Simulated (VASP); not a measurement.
Write the native input for VASP 6.6.1 that does the following.

| Item | Value |
| --- | --- |
| Task | single point |
| Functional | PBE |
| Potentials or basis | VASP PAW PBE potentials, release 64 (Te, Pb_d) |
| Cutoff | 520 eV |
| k mesh | 11 × 11 × 11 |
| Occupations | fermi-dirac, width 0.08 eV |
| Spin | no spin polarisation |
| Dipole correction | no |
| Further INCAR settings | ALGO = Normal; EDIFF = 1e-07; NBANDS = 17 |

The structure of TePb lies in POSCAR:

```
TePb
1.0
    0.0000000000      3.1833865456      3.1833865456
    3.1833865456      0.0000000000      3.1833865456
    3.1833865456      3.1833865456      0.0000000000
Te Pb
1 1
Direct
    0.5000000000      0.5000000000      0.5000000000
    0.0000000000      0.0000000000      0.0000000000
```

This cell differs from its parent crystal: volume scaled by 0.96.

These files were run (other wordings do the same):

INCAR

```
ALGO     = Normal         # electronic algorithm
EDIFF    = 1E-7           # SCF threshold, eV
ENCUT    = 520            # plane-wave cutoff, eV
GGA      = PE             # functional
ISIF     = 2              # what is computed and relaxed
ISMEAR   = -1             # smearing method
LASPH    = T              # aspherical terms in the spheres
LCHARG   = F              # write CHGCAR
LREAL    = F              # projectors in reciprocal space
LWAVE    = F              # write WAVECAR
NBANDS   = 17             # bands
NELM     = 100            # most SCF steps
PREC     = Accurate       # precision mode
SIGMA    = 0.08           # smearing width, eV
```

KPOINTS

```
k-points
0
Gamma
  11 11 11
```

Potentials or basis: VASP PAW PBE potentials, release 64 (Te, Pb_d).

Command:

```sh
$ cat potpaw_PBE.64/Te/POTCAR potpaw_PBE.64/Pb_d/POTCAR > POTCAR
$ mpirun -np 1 vasp_std > vasp.out
```

It gave:

The pressure is 4.4 GPa.

It took 58 s on 1 thread of Intel(R) Xeon(R) Platinum 8259CL CPU @ 2.50GHz (Skylake/Cascade Lake), with other jobs on the host, peak memory 0.24 GiB.
